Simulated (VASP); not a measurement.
# Cu in VASP: single point with PBE+D4

Aim: the single point of Cu with PBE+D4.

All numbers are computed with VASP 6.6.1; they aren't measurements. Logs are shortened: lines on timing, memory, paths and dates and some standing lists are left out, and cuts for length are marked.

## (1) The cell of the first run

The typed cell holds 1 atom: a = 2.567 Å, b = 2.567 Å, c = 2.567 Å, α = 59.99°, β = 59.99°, γ = 59.99°.

## (2) Single point, PBE+D4

File INCAR:

```
SYSTEM = Cu
ALGO = Normal
EDIFF = 1E-6
ENCUT = 600
GGA = PE
GGA_COMPAT = .False.
ISIF = 2
ISMEAR = 0
IVDW = 13
LASPH = .True.
LCHARG = .False.
LREAL = .False.
LWAVE = .False.
NBANDS = 12
NELM = 120
PREC = Accurate
SIGMA = 0.1
```

File KPOINTS:

```
k-points
0
Gamma
  30 30 30
  0 0 0
```

File POSCAR:

```
Cu
1.0
    1.2832415992      0.7408798827      2.0961379869
   -1.2832415992      0.7408798827      2.0961379869
    0.0000000000     -1.4817597654      2.0961379869
Cu
1
Direct
    0.5000000000      0.5000000000      0.5000000000
```

Potentials or basis: VASP PAW PBE potentials, release 64 (Cu).

Started as:

```bash
$ cat potpaw_PBE.64/Cu/POTCAR > POTCAR
$ mpirun -np 1 vasp_std > vasp.out
```

OUTCAR:

```text
SYSTEM = Cu
   EDIFF = 1E-6
   ENCUT = 600
   GGA = PE
   ISIF = 2
   ISMEAR = 0
   IVDW = 13
   LASPH = .True.
   LREAL = .False.
   NELM = 120
   PREC = Accurate

 ion  position               nearest neighbor table
   1  0.500  0.500  0.500-

  LATTYP: Found a trigonal (rhomboedric) cell.
 ALAT       =     2.5669839233
 COS(alpha) =     0.5001950445

  Lattice vectors:

 A1 = (   1.2832415992,   0.7408798827,   2.0961379869)
 A2 = (  -1.2832415992,   0.7408798827,   2.0961379869)
 A3 = (   0.0000000000,  -1.4817597654,   2.0961379869)

Analysis of symmetry for initial positions (statically):
=====================================================================
 Subroutine PRICEL returns:
 Original cell was already a primitive cell.

 Routine SETGRP: Setting up the symmetry group for a
 trigonal (rhombohedral) supercell.

 Subroutine GETGRP returns: Found 12 space group operations
 (whereof 12 operations were pure point group operations)
 out of a pool of 12 trial point group operations.

The static configuration has the point symmetry D_3d.

Analysis of symmetry for dynamics (positions and initial velocities):
=====================================================================
 Subroutine PRICEL returns:
 Original cell was already a primitive cell.

 Routine SETGRP: Setting up the symmetry group for a
 trigonal (rhombohedral) supercell.

 Subroutine GETGRP returns: Found 12 space group operations
 (whereof 12 operations were pure point group operations)
 out of a pool of 12 trial point group operations.

The dynamic configuration has the point symmetry D_3d.

 Subroutine INISYM returns: Found 12 space group operations
 (whereof 12 operations are pure point group operations),
 and found     1 'primitive' translations

----------------------------------------------------------------------------------------

                                     Primitive cell

  volume of cell :      11.9571

  direct lattice vectors                    reciprocal lattice vectors
     1.283241599  0.740879883  2.096137987     0.389638241  0.224957744  0.159022610
    -1.283241599  0.740879883  2.096137987    -0.389638241  0.224957744  0.159022610
     0.000000000 -1.481759765  2.096137987     0.000000000 -0.449915487  0.159022610

  length of vectors
     2.566983923  2.566983923  2.566983923     0.477191928  0.477191928  0.477191928

  position of ions in fractional coordinates (direct lattice)
     0.500000000  0.500000000  0.500000000

  ion indices of the primitive-cell ions
   primitive index   ion index
                 1           1

----------------------------------------------------------------------------------------

 KPOINTS: k-points

Automatic generation of k-mesh.
 Grid dimensions read from file:
 generate k-points for:   30   30   30

 Generating k-lattice:

  Cartesian coordinates                     Fractional coordinates (reciprocal lattice)
     0.012987941  0.007498591  0.005300754     0.033333333  0.000000000  0.000000000
    -0.012987941  0.007498591  0.005300754     0.000000000  0.033333333  0.000000000
     0.000000000 -0.014997183  0.005300754     0.000000000  0.000000000  0.033333333

  Length of vectors
     0.015906398  0.015906398  0.015906398

  Shift w.r.t. Gamma in fractional coordinates (k-lattice)
     0.000000000  0.000000000  0.000000000

 Subroutine IBZKPT returns following result:
 ===========================================

 Found   2496 irreducible k-points:

 Following reciprocal coordinates:
            Coordinates               Weight
  0.000000  0.000000  0.000000      1.000000
  0.033333 -0.000000  0.000000      6.000000
  0.066667 -0.000000  0.000000      6.000000
  0.100000 -0.000000  0.000000      6.000000
  0.133333 -0.000000  0.000000      6.000000
  0.166667 -0.000000 -0.000000      6.000000
[... 16 lines left out ...]
  0.233333  0.033333  0.000000     12.000000
  0.266667  0.033333  0.000000     12.000000
 [... further k-points ...]
   k-points           NKPTS =   2496   k-points in BZ     NKDIM =   2496   number of bands    NBANDS=     12
   number of dos      NEDOS =    301   number of ions     NIONS =      1
   total plane-waves  NPLWV =  13824
   dimension x,y,z NGX =    24 NGY =   24 NGZ =   24
   dimension x,y,z NGXF=    48 NGYF=   48 NGZF=   48
   ions per type =               1
   NGX,Y,Z   is equivalent  to a cutoff of  15.54, 15.54, 15.54 a.u.
   NGXF,Y,Z  is equivalent  to a cutoff of  31.09, 31.09, 31.09 a.u.
 SYSTEM =  Cu
   PREC   = accura    normal or accurate (medium, high low for compatibility)
   ISTART =      0    job   : 0-new  1-cont  2-samecut
   ICHARG =      2    charge: 1-file 2-atom 10-const
   ISPIN  =      1    spin polarized calculation?
   LNONCOLLINEAR =      F non collinear calculations
   LSORBIT =      F    spin-orbit coupling
   LASPH  =      T    aspherical Exc in radial PAW
   ENCUT  =  600.0 eV  44.10 Ry    6.64 a.u.   5.13  5.13  5.13*2*pi/ulx,y,z
   NELM   =    120;   NELMIN=  2; NELMDL= -5     # of ELM steps
   EDIFF  = 0.1E-05   stopping-criterion for ELM
   LREAL  =      F    real-space projection
[... 7 lines left out ...]
   TEBEG  =    0.0;   TEEND  =   0.0 temperature during run
   PSTRESS=    0.0 pullay stress
   NELECT =      11.0000    total number of electrons
   NUPDOWN=      -1.0000    fix difference up-down
   EMIN   =  10.00;   EMAX   =-10.00  energy-range for DOS
   EFERMI =   0.00;   METHOD = LEGACY
   ISMEAR =     0;   SIGMA  =   0.10  broadening in eV -4-tet -1-fermi 0-gaus
   EFERMI_NEDOS =   21; number of points for ismear=-14 and -15
   IALGO  =     38    algorithm
   IMIX   =      4    mixing-type and parameters
     AMIX     =   0.40;   BMIX     =  1.00
     AMIX_MAG =   1.60;   BMIX_MAG =  1.00
  volume/ion in A,a.u.               =      11.96        80.69
  Fermi-wavevector in a.u.,A,eV,Ry     =   1.592196  3.008815 34.491980  2.535089
  Thomas-Fermi vector in A             =   2.690619
   LORBIT       =      0    0 simple, 1 ext, 2 COOP (PROOUT), +10 PAW based schemes
   GGA     = PE    functional components
   LHFCALC =     F    Hartree Fock is set to
   AEXX    =    0.0000 exact exchange contribution
   IVDW    =    13    specifies the selected vdW correction
   LEPSILON=     F    determine dielectric tensor
   LRPA    =     F    only Hartree local field effects (RPA)
 non-spin polarized calculation
 Gauss-broadening in eV      SIGMA  =   0.10
  energy-cutoff  :      600.00
  volume of cell :       11.96
 maximum number of plane-waves:       415
 NGX is ok and might be reduce to    24
   NGX = 11   NGY = 11   NGZ = 11

 number of electron      10.9999998 magnetization

 Free energy of the ion-electron system (eV)
  ---------------------------------------------------
  ext. energy  EPLUGINS =         0.00000000
  ---------------------------------------------------
  free energy    TOTEN  =        -3.72888589 eV

  energy without entropy =       -3.72766895  energy(sigma->0) =       -3.72827742

 E-fermi :   7.4587     XC(G=0): -12.6546

 val. band max:        7.4348903755   @ k =  -0.1667  -0.4000   0.1000
 cond. band min:       7.4591549223   @ k =   0.5000   0.3667   0.1667
 fundamental gap:      0.0242645468
 Fermi energy:         7.4587261046

 k-point     1 :       0.0000    0.0000    0.0000
  band No.  band energies     occupation
      1      -1.8243      2.00000
      2       4.4411      2.00000
      3       4.4427      2.00000
      4       4.4427      2.00000
      5       5.2483      2.00000
      6       5.2483      2.00000
      7      29.9282      0.00000
      8      32.4674      0.00000
      9      32.4818      0.00000
     10      32.4818      0.00000
     11      34.9519      0.00000
     12      34.9630      0.00000

 k-point     2 :       0.0333   -0.0000    0.0000
  band No.  band energies     occupation
      1      -1.7841      2.00000
      2       4.4339      2.00000
      3       4.4491      2.00000
      4       4.4504      2.00000
      5       5.2452      2.00000
      6       5.2452      2.00000
      7      29.7400      0.00000
      8      31.7469      0.00000
      9      32.3213      0.00000
     10      32.3336      0.00000
     11      35.1583      0.00000
     12      35.1693      0.00000

 k-point     3 :       0.0667   -0.0000    0.0000
  band No.  band energies     occupation
      1      -1.6639      2.00000
      2       4.4091      2.00000
      3       4.4711      2.00000
      4       4.4725      2.00000
      5       5.2367      2.00000
      6       5.2367      2.00000
      7      28.8848      0.00000
      8      30.9419      0.00000
      9      31.9779      0.00000
     10      31.9896      0.00000
     11      35.6718      0.00000
     12      35.6833      0.00000
[... 286 lines left out ...]
 k-point    23 :       0.2333    0.0333    0.0000
  band No.  band energies     occupation
      1      -0.0943      2.00000
      2       4.1886      2.00000
      3       4.6075      2.00000
      4       4.6134      2.00000
      5       5.2247      2.00000
      6       5.3358      2.00000
      7      21.1666      0.00000
      8      29.2343      0.00000
      9      29.4617      0.00000
     10      31.8480      0.00000
     11      34.8489      0.00000
     12      37.2637      0.00000

 k-point    24 :       0.2667    0.0333    0.0000
  band No.  band energies     occupation
      1       0.3972      2.00000
      2       4.1797      2.00000
      3       4.5916      2.00000
      4       4.6037      2.00000
      5       5.2960      2.00000
      6       5.4009      2.00000
      7      19.5391      0.00000
      8      28.9785      0.00000
      9      29.2340      0.00000
     10      31.4870      0.00000
     11      34.3530      0.00000
     12      36.5026      0.00000

 [... further k-points ...]

------------------------ aborting loop because EDIFF is reached ----------------------------------------

  DFT-D4 for vdW energy calculation

  Edisp (eV):   -0.55424

  FORCE on cell =-STRESS in cart. coord.  units (eV):
  Direction    XX          YY          ZZ          XY          YZ          ZX
  --------------------------------------------------------------------------------------
  -------------------------------------------------------------------------------------
  Total      -0.47197    -0.47197    -0.47572     0.00000     0.00000     0.00000
  in kB     -63.24132   -63.24132   -63.74371     0.00000     0.00000     0.00000
  external pressure =      -63.41 kB  Pullay stress =        0.00 kB

 VOLUME and BASIS-vectors are now :
 -----------------------------------------------------------------------------
  energy-cutoff  :      600.00
  volume of cell :       11.96
      direct lattice vectors                 reciprocal lattice vectors
     1.283241599  0.740879883  2.096137987     0.389638241  0.224957744  0.159022610
    -1.283241599  0.740879883  2.096137987    -0.389638241  0.224957744  0.159022610
     0.000000000 -1.481759765  2.096137987     0.000000000 -0.449915487  0.159022610

 POSITION                                       TOTAL-FORCE (eV/Angst)
 -----------------------------------------------------------------------------------
      0.00000      0.00000      3.14421         0.000000      0.000000     -0.000000
 -----------------------------------------------------------------------------------
    total drift:                               -0.000000      0.000000     -0.000000

  FREE ENERGIE OF THE ION-ELECTRON SYSTEM (eV)
  ---------------------------------------------------
  free  energy   TOTEN  =        -4.2831221870 eV

  energy  without entropy=       -4.2819052435  energy(sigma->0) =       -4.28251372
```

Wall time 3.6 min (1 thread of Intel Xeon Platinum 8375C at 2.90GHz (Ice Lake), shared host); peak memory 0.52 GiB.

Results:

```
Free energy                : -4.2831 eV
Pressure                   : -6.3 GPa
Band gap on the k mesh     : zero (an odd number of electrons rules out a gap without spin polarisation)
Dispersion energy per atom : -0.554 eV
```

Caveat: the cell stands under tension.

The gap in the log of VASP goes by the Fermi energy; the results here count the filled bands.